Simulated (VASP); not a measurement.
# B17P16 (a cell with a defect) in VASP: single point with PBE

Aim: the single point of B17P16 (a cell with a defect) with PBE.

Program: VASP 6.6.1. These are calculated values, not measurements. Logs are shortened: lines on timing, memory, paths and dates and some standing lists are left out, and cuts for length are marked.

## (1) The cell of the first run

The cell holds a defect, 33 atoms: a = 7.878 Å, b = 7.878 Å, c = 7.878 Å, α = 109.47°, β = 109.47°, γ = 109.47°.

## (2) Single point, PBE, collinear spin

The input, INCAR:

```
  PREC = Accurate
  ENCUT = 520
  EDIFF = 1E-6
  ISMEAR = 0
  SIGMA = 0.02
  LREAL = Auto
  LASPH = T
  NELM = 150
  ALGO = Normal
  ISIF = 2
  LWAVE = F
  LCHARG = F
  ISPIN = 2
  MAGMOM = 0 0 0 0 0 0 0 0 0 0 0 0 0 0 0 0 0.13 0 0 0 0 0 0 0 0 0 0 0 0 0 0 0 0
  LORBIT = 11
  GGA = PE
  NBANDS = 92
```

The input, KPOINTS:

```
Automatic mesh
0
Gamma
  2 2 2
  0.5 0.5 0.5
```

The input, POSCAR:

```
B17P16
1.0
    4.5481927936      4.5481927936     -4.5481927936
   -4.5481927936     -4.5481927936     -4.5481927936
   -4.5481927936      4.5481927936      4.5481927936
B P
17 16
Direct
    0.2399962028      0.5076856028      0.2573072544
    0.4998981141      0.2556493431      0.2498338464
    0.7505578930      0.0006217854      0.2493018769
    0.7501555354      0.5018704359      0.7493159711
   -0.0026275271      0.4995968955      0.5038815644
    0.2492604319      0.2510092584      0.4985089909
    0.4989378426      0.0030420874      0.5030388121
    0.7505416228      0.7493111340      0.5006053181
   -0.0036294636      0.7515671950      0.2515537603
    0.5107586915      0.4927990307     -0.0072035205
    0.7501646599      0.2493326584      0.0018615086
   -0.0042533377      0.2452555445      0.7452391870
    0.2492581233      0.9985194573      0.7509934506
    0.4999049300      0.7498500294      0.7556545327
   -0.0026328040      0.0039028689     -0.0004182980
    0.2399512399      0.7573243168      0.0076438053
    0.3393778738      0.7142532534      0.2141884797
    0.2615790610      0.4812744532     -0.0187098489
    0.5014290518      0.2453965895     -0.0019572609
    0.7501476201      0.0019298874      0.0010279907
    0.7501447618      0.5010358187      0.5019111114
   -0.0084819404      0.5007862690      0.2542055828
    0.2493793802      0.2536495378      0.2484317511
    0.5069335458      0.0068875708      0.2554246385
    0.7465158480      0.7496868877      0.2496764213
   -0.0085046966      0.7542257234      0.0007671179
    0.5014239949      0.4980528757      0.7453924347
    0.7534024294      0.2553088782      0.7552957088
   -0.0007575536      0.2496342067      0.4981747922
    0.2480244465      0.0003789417      0.5003647830
    0.5069137578      0.7554263102      0.5068877035
   -0.0007638199     -0.0018148967      0.7496154307
    0.2493790504      0.7484459552      0.7536398863
```

Potentials or basis: VASP PAW PBE potentials, release 64 (B, P).

Command:

```bash
$ cat potpaw_PBE.64/B/POTCAR potpaw_PBE.64/P/POTCAR > POTCAR
$ mpirun -np 1 vasp_std > vasp.out
```

OUTCAR:

```text
PREC = Accurate
   ENCUT = 520
   EDIFF = 1E-6
   ISMEAR = 0
   LREAL = Auto
   LASPH = T
   NELM = 150
   ISIF = 2
   ISPIN = 2
   LORBIT = 11
   GGA = PE

 ion  position               nearest neighbor table
   1  0.240  0.508  0.257-  17 1.75  22 1.93  23 2.01  31 2.01  18 2.18
   2  0.500  0.256  0.250-  19 1.96  21 1.96  23 1.96  24 1.99
   3  0.751  0.001  0.249-  24 1.95  20 1.96  29 1.96  25 1.97
   4  0.750  0.502  0.749-  27 1.94  21 1.95  26 1.96  28 1.97
   5  0.997  0.500  0.504-  21 1.95  22 1.96  29 1.96  33 1.97
   6  0.249  0.251  0.499-  27 1.96  29 1.97  30 1.98  23 1.98
   7  0.499  0.003  0.503-  30 1.96  31 1.98  24 1.98  28 1.99  17 2.16
   8  0.751  0.749  0.501-  31 1.95  21 1.96  32 1.96  25 1.97
   9  0.996  0.752  0.252-  25 1.96  30 1.97  22 1.97  26 1.97
  10  0.511  0.493  0.993-  18 1.90  19 1.94  27 1.94  25 1.97
  11  0.750  0.249  0.002-  19 1.94  20 1.95  22 1.96  28 1.97
  12  0.996  0.245  0.745-  18 1.95  28 1.96  29 1.97  32 1.97
  13  0.249  0.999  0.751-  19 1.96  32 1.97  30 1.98  33 1.98
  14  0.500  0.750  0.756-  27 1.96  20 1.96  33 1.96  31 1.99
  15  0.997  0.004  1.000-  20 1.95  26 1.96  32 1.96  23 1.97
  16  0.240  0.757  0.008-  17 1.75  26 1.93  33 2.01  24 2.01  18 2.18
  17  0.339  0.714  0.214-  16 1.75   1 1.75  18 1.83  24 2.09  31 2.09   7 2.16
  18  0.262  0.481  0.981-  17 1.83  10 1.90  12 1.95   1 2.18  16 2.18
  19  0.501  0.245  0.998-  11 1.94  10 1.94  13 1.96   2 1.96
  20  0.750  0.002  0.001-  15 1.95  11 1.95   3 1.96  14 1.96
  21  0.750  0.501  0.502-   5 1.95   4 1.95   8 1.96   2 1.96
  22  0.992  0.501  0.254-   1 1.93   5 1.96  11 1.96   9 1.97
  23  0.249  0.254  0.248-   2 1.96  15 1.97   6 1.98   1 2.01
  24  0.507  0.007  0.255-   3 1.95   7 1.98   2 1.99  16 2.01  17 2.09
  25  0.747  0.750  0.250-   9 1.96   8 1.97   3 1.97  10 1.97
  26  0.991  0.754  0.001-  16 1.93  15 1.96   4 1.96   9 1.97
  27  0.501  0.498  0.745-   4 1.94  10 1.94   6 1.96  14 1.96
  28  0.753  0.255  0.755-  12 1.96  11 1.97   4 1.97   7 1.99
  29  0.999  0.250  0.498-   5 1.96   3 1.96   6 1.97  12 1.97
  30  0.248  0.000  0.500-   7 1.96   9 1.97   6 1.98  13 1.98
  31  0.507  0.755  0.507-   8 1.95   7 1.98  14 1.99   1 2.01  17 2.09
  32  0.999  0.998  0.750-  15 1.96   8 1.96  13 1.97  12 1.97
  33  0.249  0.748  0.754-  14 1.96   5 1.97  13 1.98  16 2.01

  LATTYP: Found a body centered cubic cell.
 ALAT       =     9.0963855872

  Lattice vectors:

 A1 = (   4.5481927936,   4.5481927936,  -4.5481927936)
 A2 = (  -4.5481927936,  -4.5481927936,  -4.5481927936)
 A3 = (  -4.5481927936,   4.5481927936,   4.5481927936)

Analysis of symmetry for initial positions (statically):
=====================================================================
 Subroutine PRICEL returns:
 Original cell was already a primitive cell.

 Routine SETGRP: Setting up the symmetry group for a
 body centered cubic supercell.

 Subroutine GETGRP returns: Found  1 space group operations
 (whereof  1 operations were pure point group operations)
 out of a pool of 48 trial point group operations.

The static configuration has the point symmetry C_1 .

Analysis of symmetry for dynamics (positions and initial velocities):
=====================================================================
 Subroutine PRICEL returns:
 Original cell was already a primitive cell.

 Routine SETGRP: Setting up the symmetry group for a
 body centered cubic supercell.

 Subroutine GETGRP returns: Found  1 space group operations
 (whereof  1 operations were pure point group operations)
 out of a pool of 48 trial point group operations.

The dynamic configuration has the point symmetry C_1 .

Analysis of structural, dynamic, and magnetic symmetry:
=====================================================================
 Subroutine PRICEL returns:
 Original cell was already a primitive cell.

 Routine SETGRP: Setting up the symmetry group for a
 body centered cubic supercell.

 Subroutine GETGRP returns: Found  1 space group operations
 (whereof  1 operations were pure point group operations)
 out of a pool of 48 trial point group operations.

The overall configuration has the point symmetry C_1 .

 Subroutine INISYM returns: Found  1 space group operations
 (whereof  1 operations are pure point group operations),
 and found     1 'primitive' translations

----------------------------------------------------------------------------------------

                                     Primitive cell

  volume of cell :     376.3367
[... 107 lines left out ...]
            Coordinates               Weight
  0.250000  0.250000  0.250000      2.000000
 -0.250000  0.250000  0.250000      2.000000
  0.250000 -0.250000  0.250000      2.000000
  0.250000  0.250000 -0.250000      2.000000
   k-points           NKPTS =      4   k-points in BZ     NKDIM =      4   number of bands    NBANDS=     92
   number of dos      NEDOS =    301   number of ions     NIONS =     33
   total plane-waves  NPLWV = 216000
   dimension x,y,z NGX =    60 NGY =   60 NGZ =   60
   dimension x,y,z NGXF=   120 NGYF=  120 NGZF=  120
   ions per type =              17  16
   NGX,Y,Z   is equivalent  to a cutoff of  12.66, 12.66, 12.66 a.u.
   NGXF,Y,Z  is equivalent  to a cutoff of  25.32, 25.32, 25.32 a.u.
 SYSTEM =  unknown system
   PREC   = accura    normal or accurate (medium, high low for compatibility)
   ISTART =      0    job   : 0-new  1-cont  2-samecut
   ICHARG =      2    charge: 1-file 2-atom 10-const
   ISPIN  =      2    spin polarized calculation?
   LNONCOLLINEAR =      F non collinear calculations
   LSORBIT =      F    spin-orbit coupling
   LASPH  =      T    aspherical Exc in radial PAW
   ENCUT  =  520.0 eV  38.22 Ry    6.18 a.u.  14.65 14.65 14.65*2*pi/ulx,y,z
   NELM   =    150;   NELMIN=  2; NELMDL= -5     # of ELM steps
   EDIFF  = 0.1E-05   stopping-criterion for ELM
   LREAL  =      T    real-space projection
   EDIFFG = 0.1E-04   stopping-criterion for IOM
   NSW    =      0    number of steps for IOM
   IBRION =     -1    ionic relax: 0-MD 1-quasi-New 2-CG
   NFREE  =      0    steps in history (QN), initial steepest desc. (CG)
   ISIF   =      2    stress and relaxation
   ISYM   =      2    0-nonsym 1-usesym 2-fastsym
   POTIM  = 0.5000    time-step for ionic-motion
   TEBEG  =    0.0;   TEEND  =   0.0 temperature during run
   PSTRESS=    0.0 pullay stress
   NELECT =     131.0000    total number of electrons
   NUPDOWN=      -1.0000    fix difference up-down
   EMIN   =  10.00;   EMAX   =-10.00  energy-range for DOS
   EFERMI =   0.00;   METHOD = LEGACY
   ISMEAR =     0;   SIGMA  =   0.02  broadening in eV -4-tet -1-fermi 0-gaus
   EFERMI_NEDOS =   21; number of points for ismear=-14 and -15
   IALGO  =     38    algorithm
   IMIX   =      4    mixing-type and parameters
     AMIX     =   0.40;   BMIX     =  1.00
     AMIX_MAG =   1.60;   BMIX_MAG =  1.00
  volume/ion in A,a.u.               =      11.40        76.96
  Fermi-wavevector in a.u.,A,eV,Ry     =   1.151613  2.176232 18.044203  1.326212
  Thomas-Fermi vector in A             =   2.288269
   LORBIT       =     11    0 simple, 1 ext, 2 COOP (PROOUT), +10 PAW based schemes
   GGA     = PE    functional components
   LHFCALC =     F    Hartree Fock is set to
   AEXX    =    0.0000 exact exchange contribution
   IVDW    =     0    specifies the selected vdW correction
   LEPSILON=     F    determine dielectric tensor
   LRPA    =     F    only Hartree local field effects (RPA)
 spin polarized calculation
 Gauss-broadening in eV      SIGMA  =   0.02
  energy-cutoff  :      520.00
  volume of cell :      376.34
 maximum number of plane-waves:     10168
 NGX is ok and might be reduce to    60
   NGX = 29   NGY = 29   NGZ = 29

 number of electron     131.0000002 magnetization       1.0000592

 Free energy of the ion-electron system (eV)
  ---------------------------------------------------
  ext. energy  EPLUGINS =         0.00000000
  ---------------------------------------------------
  free energy    TOTEN  =      -207.42888734 eV

  energy without entropy =     -207.42888734  energy(sigma->0) =     -207.42888734

 E-fermi :   8.4931     XC(G=0): -10.9944

 val. band max:        8.4190202545   @ k =  -0.2500   0.2500   0.2500
 cond. band min:       8.5690109092   @ k =   0.2500   0.2500  -0.2500
 fundamental gap:      0.1499906547
 Fermi energy:         8.4931358528

 spin component 1

 k-point     1 :       0.2500    0.2500    0.2500
  band No.  band energies     occupation
      1      -7.5712      1.00000
      2      -6.9513      1.00000
      3      -6.9045      1.00000
      4      -6.8354      1.00000
      5      -4.9487      1.00000
      6      -4.8199      1.00000
[... 309 lines left out ...]
     76      10.9462      0.00000
     77      11.1704      0.00000
 Fermi energy:         8.4931358528

 spin component 2

 k-point     1 :       0.2500    0.2500    0.2500
  band No.  band energies     occupation
      1      -7.4806      1.00000
      2      -6.9175      1.00000
      3      -6.8705      1.00000
      4      -6.8124      1.00000
      5      -4.9011      1.00000
      6      -4.7505      1.00000
[... 309 lines left out ...]
     76      10.9892      0.00000
     77      11.2109      0.00000
 [bands above 77 left out]

------------------------ aborting loop because EDIFF is reached ----------------------------------------

  FORCE on cell =-STRESS in cart. coord.  units (eV):
  Direction    XX          YY          ZZ          XY          YZ          ZX
  --------------------------------------------------------------------------------------
  -------------------------------------------------------------------------------------
  Total        8.4081032      4.1137916      4.1033963      3.7817993     -3.6831354     -3.7812305
  in kB       35.7957961     17.5136346     17.4693785     16.1002446    -15.6802029    -16.0978231
  external PRESSURE =      23.5929364 kB  Pullay stress =       0.0000000 kB

 VOLUME and BASIS-vectors are now :
 -----------------------------------------------------------------------------
  energy-cutoff  :      520.00
  volume of cell :      376.34
      direct lattice vectors                 reciprocal lattice vectors
     4.548192794  4.548192794 -4.548192794     0.000000000  0.109933774 -0.109933774
    -4.548192794 -4.548192794 -4.548192794    -0.109933774  0.000000000 -0.109933774
    -4.548192794  4.548192794  4.548192794    -0.109933774  0.109933774  0.000000000

 POSITION                                       TOTAL-FORCE (eV/Angst)
 -----------------------------------------------------------------------------------
     -2.38779     -0.04722     -2.23032         0.089197     -0.046928     -0.004704
     -0.02540      2.24718     -2.30008         0.018079     -0.012060      0.011985
      2.27698      4.54473     -2.28264         0.008447      0.010113     -0.007879
     -2.27878      4.53728     -2.28642         0.000990     -0.012359      0.019229
     -0.02777      4.55573     -4.51675         0.013290     -0.003779     -0.011300
     -2.27527      2.25936     -0.00801        -0.006759      0.004019      0.008624
[... 25 lines left out ...]
     -3.40461      3.41418     -5.67526        -0.006387      0.004310     -0.006095
     -5.69755      1.15785     -1.11060         0.002954     -0.014906     -0.011769
 -----------------------------------------------------------------------------------
    total drift:                               -0.007644     -0.010476      0.010076

  FREE ENERGIE OF THE ION-ELECTRON SYSTEM (eV)
  ---------------------------------------------------
  free  energy   TOTEN  =      -207.4288873430 eV

  energy  without entropy=     -207.4288873399  energy(sigma->0) =     -207.42888734

 total charge

# of ion       s       p       d       tot
------------------------------------------
    1        0.669   1.248   0.000   1.917
    2        0.678   1.251   0.000   1.929
    3        0.673   1.273   0.000   1.946
    4        0.674   1.288   0.000   1.962
    5        0.672   1.280   0.000   1.951
    6        0.668   1.261   0.000   1.929
[... 25 lines left out ...]
   32        0.993   1.570   0.000   2.563
   33        0.999   1.546   0.000   2.545
--------------------------------------------------
tot         27.400  46.525   0.000  73.925

 magnetization (x)

# of ion       s       p       d       tot
------------------------------------------
    1        0.004   0.007   0.000   0.011
    2        0.010   0.021   0.000   0.031
    3        0.001   0.004   0.000   0.006
    4        0.002   0.003   0.000   0.005
    5        0.002   0.004   0.000   0.006
    6        0.001   0.001   0.000   0.002
[... 25 lines left out ...]
   32        0.001   0.001   0.000   0.002
   33        0.004   0.006   0.000   0.010
--------------------------------------------------
tot          0.190   0.264   0.000   0.453
```

Wall time 20 min (1 thread of Oxide Virtual Turin-like, shared host); peak memory 0.69 GiB.

Results:

| Property | Result |
| --- | --- |
| Free energy | -207.4289 eV |
| Pressure | 2.4 GPa |
| Largest force | 0.349 eV/Å |
| Band gap on the k mesh | 0.15 eV |
| Net moment | 1.00 μB per cell |
| Site moments | B +0.01, +0.03, +0.00, +0.18 (each value once); P +0.02, +0.00, +0.01 (each value once) μB |
| Valence electrons inside the program's atomic spheres | B 1.92, 1.93, 1.95, 1.96, 1.91, 1.94, 1.99, 1.98 (each value once); P 2.54, 2.57, 2.52, 2.56 (each value once) |

Forces in eV/Å, atoms in the order of the input:
```
B    0.089 -0.047 -0.005
B    0.018 -0.012  0.012
B    0.008  0.010 -0.008
B    0.001 -0.012  0.019
B    0.013 -0.004 -0.011
B   -0.007  0.004  0.009
B    0.018 -0.024  0.024
B    0.009  0.008 -0.010
B    0.012 -0.002  0.003
B   -0.036 -0.025  0.024
B    0.001 -0.019  0.012
B   -0.032  0.003 -0.003
B   -0.007 -0.009 -0.004
B    0.018 -0.012  0.012
B    0.013  0.011  0.004
B    0.090  0.005  0.047
B   -0.181  0.211 -0.210
P   -0.204 -0.004  0.003
P   -0.006 -0.018  0.004
P    0.007 -0.005 -0.001
P    0.007  0.001  0.005
P    0.028 -0.015  0.005
P    0.003  0.012  0.015
P    0.060  0.019  0.032
P    0.004 -0.007  0.007
P    0.028 -0.005  0.016
P   -0.006 -0.004  0.018
P    0.007 -0.013  0.013
P   -0.006  0.006 -0.005
P   -0.007 -0.010  0.009
P    0.060 -0.032 -0.019
P   -0.006  0.004 -0.006
P    0.003 -0.015 -0.012
```

Stress tensor (GPa, compression positive):
```
 3.58  1.61 -1.61
 1.61  1.75 -1.57
-1.61 -1.57  1.75
```
